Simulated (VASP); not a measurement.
# SnO (Romarchite) (P4/nmm) in VASP: further runs

The runs below take SnO (Romarchite) through single point, relaxation of cell and atoms, with PBE.

Everything below comes from runs of VASP 6.6.1. Logs are shortened: lines on timing, memory, paths and dates and some standing lists are left out, and cuts for length are marked.

### 1 The cell of the first run

It takes space group P4/nmm (No. 129, tetragonal). Conventional cell: a = 3.836 Å, b = 3.836 Å, c = 4.772 Å, α = 90.00°, β = 90.00°, γ = 90.00°. Within 3.0 Å of Sn (site symmetry 4mm) lie 4 O at 2.24 Å. Within 3.0 Å of O (site symmetry -4m2) lie 4 Sn at 2.24 Å and 4 O at 2.71 Å.

### 2 Single point, PBE

File INCAR:

```
SYSTEM = SnO
ALGO = Normal
EDIFF = 1E-6
ENCUT = 520
GGA = PE
ISIF = 2
ISMEAR = -1
LASPH = .True.
LCHARG = .False.
LREAL = .False.
LWAVE = .False.
NBANDS = 28
NELM = 80
PREC = Accurate
SIGMA = 0.1
```

File KPOINTS:

```
k-points
0
Gamma
  6 6 6
  0 0 0
```

File POSCAR:

```
SnO
1.0
    3.8355123081      0.0000000000      0.0000000000
    0.0000000000      3.8355123081      0.0000000000
    0.0000000000      0.0000000000      4.7722050445
Sn O
2 2
Direct
    0.5000000000      0.0000000000      0.2429623163
    0.0000000000      0.5000000000      0.7570376837
    0.0000000000      0.0000000000      0.0000000000
    0.5000000000      0.5000000000      0.0000000000
```

Potentials or basis: VASP PAW PBE potentials, release 64 (Sn_d, O).

The run is started by

```bash
$ cat potpaw_PBE.64/Sn_d/POTCAR potpaw_PBE.64/O/POTCAR > POTCAR
$ mpirun -np 1 vasp_std > vasp.out
```

OUTCAR:

```text
SYSTEM = SnO
   EDIFF = 1E-6
   ENCUT = 520
   GGA = PE
   ISIF = 2
   ISMEAR = -1
   LASPH = .True.
   LREAL = .False.
   NELM = 80
   PREC = Accurate

 ion  position               nearest neighbor table
   1  0.500  0.000  0.243-   3 2.24   4 2.24   4 2.24   3 2.24   2 3.57   2 3.57   2 3.57   2 3.57
                             2 3.66   2 3.66   2 3.66   2 3.66
   2  0.000  0.500  0.757-   3 2.24   4 2.24   3 2.24   4 2.24   1 3.57   1 3.57   1 3.57   1 3.57
                             1 3.66   1 3.66   1 3.66   1 3.66
   3  0.000  0.000  0.000-   1 2.24   2 2.24   2 2.24   1 2.24
   4  0.500  0.500  0.000-   1 2.24   2 2.24   1 2.24   2 2.24

  LATTYP: Found a simple tetragonal cell.
 ALAT       =     3.8355123081
 C/A-ratio  =     1.2442158077

  Lattice vectors:

 A1 = (   3.8355123081,   0.0000000000,   0.0000000000)
 A2 = (   0.0000000000,   3.8355123081,   0.0000000000)
 A3 = (   0.0000000000,   0.0000000000,   4.7722050445)

Analysis of symmetry for initial positions (statically):
=====================================================================
 Subroutine PRICEL returns:
 Original cell was already a primitive cell.

 Routine SETGRP: Setting up the symmetry group for a
 simple tetragonal supercell.

 Subroutine GETGRP returns: Found 16 space group operations
 (whereof  8 operations were pure point group operations)
 out of a pool of 16 trial point group operations.

The static configuration has the point symmetry D_2d.
 The point group associated with its full space group is D_4h.

Analysis of symmetry for dynamics (positions and initial velocities):
=====================================================================
 Subroutine PRICEL returns:
 Original cell was already a primitive cell.

 Routine SETGRP: Setting up the symmetry group for a
 simple tetragonal supercell.

 Subroutine GETGRP returns: Found 16 space group operations
 (whereof  8 operations were pure point group operations)
 out of a pool of 16 trial point group operations.

The dynamic configuration has the point symmetry D_2d.
 The point group associated with its full space group is D_4h.

 Subroutine INISYM returns: Found 16 space group operations
 (whereof  8 operations are pure point group operations),
 and found     1 'primitive' translations

----------------------------------------------------------------------------------------

                                     Primitive cell

  volume of cell :      70.2046

  direct lattice vectors                    reciprocal lattice vectors
     3.835512308  0.000000000  0.000000000     0.260721364  0.000000000  0.000000000
     0.000000000  3.835512308  0.000000000     0.000000000  0.260721364  0.000000000
     0.000000000  0.000000000  4.772205044     0.000000000  0.000000000  0.209546738

  length of vectors
     3.835512308  3.835512308  4.772205044     0.260721364  0.260721364  0.209546738

  position of ions in fractional coordinates (direct lattice)
     0.500000000  0.000000000  0.242962316
     0.000000000  0.500000000  0.757037684
     0.000000000  0.000000000  0.000000000
     0.500000000  0.500000000  0.000000000

  ion indices of the primitive-cell ions
   primitive index   ion index
                 1           1
                 2           2
                 3           3
                 4           4

----------------------------------------------------------------------------------------

 KPOINTS: k-points

Automatic generation of k-mesh.
 Grid dimensions read from file:
 generate k-points for:    6    6    6

 Generating k-lattice:

  Cartesian coordinates                     Fractional coordinates (reciprocal lattice)
     0.043453561  0.000000000  0.000000000     0.166666667  0.000000000  0.000000000
     0.000000000  0.043453561  0.000000000     0.000000000  0.166666667  0.000000000
     0.000000000  0.000000000  0.034924456     0.000000000  0.000000000  0.166666667

  Length of vectors
     0.043453561  0.043453561  0.034924456

  Shift w.r.t. Gamma in fractional coordinates (k-lattice)
     0.000000000  0.000000000  0.000000000

 Subroutine IBZKPT returns following result:
 ===========================================

 Found     40 irreducible k-points:

 Following reciprocal coordinates:
            Coordinates               Weight
  0.000000  0.000000  0.000000      1.000000
  0.166667  0.000000  0.000000      4.000000
  0.333333  0.000000  0.000000      4.000000
  0.500000  0.000000  0.000000      2.000000
  0.166667  0.166667  0.000000      4.000000
  0.333333  0.166667  0.000000      8.000000
[... 16 lines left out ...]
  0.333333  0.000000  0.333333      8.000000
  0.500000  0.000000  0.333333      4.000000
 [... further k-points ...]
   k-points           NKPTS =     40   k-points in BZ     NKDIM =     40   number of bands    NBANDS=     28
   number of dos      NEDOS =    301   number of ions     NIONS =      4
   total plane-waves  NPLWV =  32400
   dimension x,y,z NGX =    30 NGY =   30 NGZ =   36
   dimension x,y,z NGXF=    60 NGYF=   60 NGZF=   72
   ions per type =               2   2
   NGX,Y,Z   is equivalent  to a cutoff of  13.00, 13.00, 12.54 a.u.
   NGXF,Y,Z  is equivalent  to a cutoff of  26.01, 26.01, 25.08 a.u.
 SYSTEM =  SnO
   PREC   = accura    normal or accurate (medium, high low for compatibility)
   ISTART =      0    job   : 0-new  1-cont  2-samecut
   ICHARG =      2    charge: 1-file 2-atom 10-const
   ISPIN  =      1    spin polarized calculation?
   LNONCOLLINEAR =      F non collinear calculations
   LSORBIT =      F    spin-orbit coupling
   LASPH  =      T    aspherical Exc in radial PAW
   ENCUT  =  520.0 eV  38.22 Ry    6.18 a.u.   7.13  7.13  8.87*2*pi/ulx,y,z
   NELM   =     80;   NELMIN=  2; NELMDL= -5     # of ELM steps
   EDIFF  = 0.1E-05   stopping-criterion for ELM
   LREAL  =      F    real-space projection
   EDIFFG = 0.1E-04   stopping-criterion for IOM
   NSW    =      0    number of steps for IOM
   IBRION =     -1    ionic relax: 0-MD 1-quasi-New 2-CG
   NFREE  =      0    steps in history (QN), initial steepest desc. (CG)
   ISIF   =      2    stress and relaxation
   ISYM   =      2    0-nonsym 1-usesym 2-fastsym
   POTIM  = 0.5000    time-step for ionic-motion
   TEBEG  =    0.0;   TEEND  =   0.0 temperature during run
   PSTRESS=    0.0 pullay stress
   NELECT =      40.0000    total number of electrons
   NUPDOWN=      -1.0000    fix difference up-down
   EMIN   =  10.00;   EMAX   =-10.00  energy-range for DOS
   EFERMI =   0.00;   METHOD = LEGACY
   ISMEAR =    -1;   SIGMA  =   0.10  broadening in eV -4-tet -1-fermi 0-gaus
   EFERMI_NEDOS =   21; number of points for ismear=-14 and -15
   IALGO  =     38    algorithm
   IMIX   =      4    mixing-type and parameters
     AMIX     =   0.40;   BMIX     =  1.00
     AMIX_MAG =   1.60;   BMIX_MAG =  1.00
  volume/ion in A,a.u.               =      17.55       118.44
  Fermi-wavevector in a.u.,A,eV,Ry     =   1.357187  2.564711 25.061323  1.841955
  Thomas-Fermi vector in A             =   2.484126
   LORBIT       =      0    0 simple, 1 ext, 2 COOP (PROOUT), +10 PAW based schemes
   GGA     = PE    functional components
   LHFCALC =     F    Hartree Fock is set to
   AEXX    =    0.0000 exact exchange contribution
   IVDW    =     0    specifies the selected vdW correction
   LEPSILON=     F    determine dielectric tensor
   LRPA    =     F    only Hartree local field effects (RPA)
 non-spin polarized calculation
  energy-cutoff  :      520.00
  volume of cell :       70.20
 maximum number of plane-waves:      1928
 NGX is ok and might be reduce to    30
   NGX = 15   NGY = 15   NGZ = 17

 number of electron      40.0000012 magnetization

 Free energy of the ion-electron system (eV)
  ---------------------------------------------------
  ext. energy  EPLUGINS =         0.00000000
  ---------------------------------------------------
  free energy    TOTEN  =       -22.69418518 eV

  energy without entropy =      -22.68799471  energy(sigma->0) =      -22.69108994

 E-fermi :   7.1617     XC(G=0): -10.2665

 val. band max:        7.0853815301   @ k =   0.5000   0.5000   0.0000
 cond. band min:       7.5144162041   @ k =   0.5000   0.5000   0.1667
 fundamental gap:      0.4290346740
 Fermi energy:         7.1616853183

 k-point     1 :       0.0000    0.0000    0.0000
  band No.  band energies     occupation
      1     -14.8555      2.00000
      2     -14.4634      2.00000
      3     -14.4634      2.00000
      4     -14.4544      2.00000
      5     -14.4234      2.00000
      6     -14.4157      2.00000
[... 20 lines left out ...]
     27      13.7528      0.00000
     28      14.1664      0.00000

 k-point     2 :       0.1667    0.0000    0.0000
  band No.  band energies     occupation
      1     -14.8401      2.00000
      2     -14.4650      2.00000
      3     -14.4583      2.00000
      4     -14.4561      2.00000
      5     -14.4244      2.00000
      6     -14.4209      2.00000
[... 20 lines left out ...]
     27      14.0068      0.00000
     28      15.9618      0.00000

 k-point     3 :       0.3333    0.0000    0.0000
  band No.  band energies     occupation
      1     -14.7976      2.00000
      2     -14.6021      2.00000
      3     -14.4434      2.00000
      4     -14.4386      2.00000
      5     -14.4253      2.00000
      6     -14.4207      2.00000
[... 20 lines left out ...]
     27      14.4721      0.00000
     28      17.1486      0.00000

 k-point     4 :       0.5000    0.0000    0.0000
  band No.  band energies     occupation
      1     -14.7228      2.00000
      2     -14.7228      2.00000
      3     -14.4263      2.00000
      4     -14.4263      2.00000
      5     -14.4258      2.00000
      6     -14.4258      2.00000
[... 578 lines left out ...]
     27      15.0747      0.00000
     28      16.1248      0.00000

 k-point    23 :       0.3333    0.0000    0.3333
  band No.  band energies     occupation
      1     -14.7984      2.00000
      2     -14.6267      2.00000
      3     -14.4589      2.00000
      4     -14.4381      2.00000
      5     -14.4258      2.00000
      6     -14.4233      2.00000
[... 20 lines left out ...]
     27      15.5413      0.00000
     28      17.2971      0.00000

 k-point    24 :       0.5000    0.0000    0.3333
  band No.  band energies     occupation
      1     -14.7370      2.00000
      2     -14.7370      2.00000
      3     -14.4559      2.00000
      4     -14.4559      2.00000
      5     -14.4193      2.00000
      6     -14.4193      2.00000
[... 20 lines left out ...]
     27      16.2312      0.00000
     28      16.2312      0.00000

 [... further k-points ...]

------------------------ aborting loop because EDIFF is reached ----------------------------------------

  FORCE on cell =-STRESS in cart. coord.  units (eV):
  Direction    XX          YY          ZZ          XY          YZ          ZX
  --------------------------------------------------------------------------------------
  -------------------------------------------------------------------------------------
  Total        0.9931632      0.9931632      0.9913946      0.0000000      0.0000000      0.0000000
  in kB       22.6655024     22.6655024     22.6251390      0.0000000      0.0000000      0.0000000
  external PRESSURE =      22.6520479 kB  Pullay stress =       0.0000000 kB

 VOLUME and BASIS-vectors are now :
 -----------------------------------------------------------------------------
  energy-cutoff  :      520.00
  volume of cell :       70.20
      direct lattice vectors                 reciprocal lattice vectors
     3.835512308  0.000000000  0.000000000     0.260721364  0.000000000  0.000000000
     0.000000000  3.835512308  0.000000000     0.000000000  0.260721364  0.000000000
     0.000000000  0.000000000  4.772205044     0.000000000  0.000000000  0.209546738

 POSITION                                       TOTAL-FORCE (eV/Angst)
 -----------------------------------------------------------------------------------
      1.91776      0.00000      1.15947         0.000000      0.000000      0.088227
      0.00000      1.91776      3.61274         0.000000      0.000000     -0.088227
      0.00000      0.00000      0.00000         0.000000     -0.000000      0.000000
      1.91776      1.91776      0.00000         0.000000      0.000000      0.000000
 -----------------------------------------------------------------------------------
    total drift:                                0.000000      0.000000      0.000000

  FREE ENERGIE OF THE ION-ELECTRON SYSTEM (eV)
  ---------------------------------------------------
  free  energy   TOTEN  =       -22.6941851812 eV

  energy  without entropy=      -22.6879947079  energy(sigma->0) =      -22.69108994
```

Run time: 31 s. Hardware: 1 thread of Intel Xeon 6975P-C (Granite Rapids), shared host; peak memory 0.21 GiB.

Results:

```yaml
Free_energy: -22.6942 eV
Pressure: 2.3 GPa
Largest_force: 0.088 eV/Å
```

Forces on the atoms (eV/Å):
```
Sn   0.000  0.000  0.088
Sn   0.000  0.000 -0.088
O    0.000  0.000  0.000
O    0.000  0.000  0.000
```

Caveat: spin-orbit coupling is left out, which moves the levels of the heavy elements.

### 3 Single point, PBE

This run uses another cell than the first one, of 18.92 Å³/atom, 1.078 times its volume.

File INCAR:

```
SYSTEM = SnO
  ALGO = Normal
  EDIFF = 1E-6
  ENCUT = 520
  GGA = PE
  ISIF = 2
  ISMEAR = -1
  LASPH = .TRUE.
  LCHARG = .FALSE.
  LREAL = .FALSE.
  LWAVE = .FALSE.
  NBANDS = 28
  NELM = 100
  PREC = Accurate
  SIGMA = 0.1
```

File KPOINTS:

```
k-points
0
G
  6 6 6
  0 0 0
```

File POSCAR:

```
SnO
1.0
    3.8671420958      0.0000000000      0.0000000000
    0.0000000000      3.8671420958      0.0000000000
    0.0000000000      0.0000000000      5.0610363714
Sn O
2 2
Direct
    0.5000000000      0.0000000000      0.2290192524
    0.0000000000      0.5000000000      0.7709807476
    0.0000000000      0.0000000000      0.0000000000
    0.5000000000      0.5000000000      0.0000000000
```

Potentials or basis: VASP PAW PBE potentials, release 64 (Sn_d, O).

The run is started by

```bash
$ cat potpaw_PBE.64/Sn_d/POTCAR potpaw_PBE.64/O/POTCAR > POTCAR
$ mpirun -np 1 vasp_std > vasp.out
```

It took 34 s on 1 thread of Intel Xeon 6975P-C (Granite Rapids), shared host; peak memory 0.22 GiB.

It converged, with:

| Property | Result |
| --- | --- |
| Free energy | -22.7263 eV |
| Pressure | 0.2 GPa |
| Largest force | 0.084 eV/Å |
| Band gap on the k mesh | 0.50 eV, indirect (least direct gap 1.91 eV) |

Forces on the atoms (eV/Å):
```
Sn   0.000  0.000  0.084
Sn   0.000  0.000 -0.084
O    0.000  0.000  0.000
O    0.000  0.000  0.000
```

Levels at points of the mesh, in eV from the valence-band top:
| k point | band 16 | band 17 | band 18 | band 19 | band 20 | band 21 | band 22 | band 23 | band 24 | band 25 |
| --- | --- | --- | --- | --- | --- | --- | --- | --- | --- | --- |
| (0.00, 0.00, 0.00) | -5.83 | -3.16 | -2.89 | -2.89 | 0.00 | 1.91 | 4.08 | 4.91 | 4.91 | 5.53 |
| (0.50, 0.00, 0.00) | -4.63 | -4.48 | -4.48 | -2.34 | -2.34 | 3.04 | 3.04 | 5.69 | 5.69 | 5.93 |
| (0.50, 0.50, 0.00) | -4.75 | -2.25 | -2.25 | -1.74 | -1.74 | 0.50 | 0.50 | 4.56 | 4.56 | 6.81 |
| (0.00, 0.00, 0.50) | -3.40 | -3.21 | -2.90 | -2.90 | -1.94 | 1.72 | 3.30 | 3.30 | 3.75 | 7.70 |
| (0.50, 0.00, 0.50) | -5.01 | -4.45 | -4.45 | -1.54 | -1.54 | 2.48 | 2.48 | 5.56 | 5.56 | 6.38 |
| (0.50, 0.50, 0.50) | -5.09 | -2.35 | -2.35 | -2.25 | -2.25 | 2.61 | 2.61 | 3.76 | 3.76 | 5.51 |

Caveat: spin-orbit coupling is left out, which moves the levels of the heavy elements. A k mesh can miss the band edges.

(Part 1 of 3 ends here.)
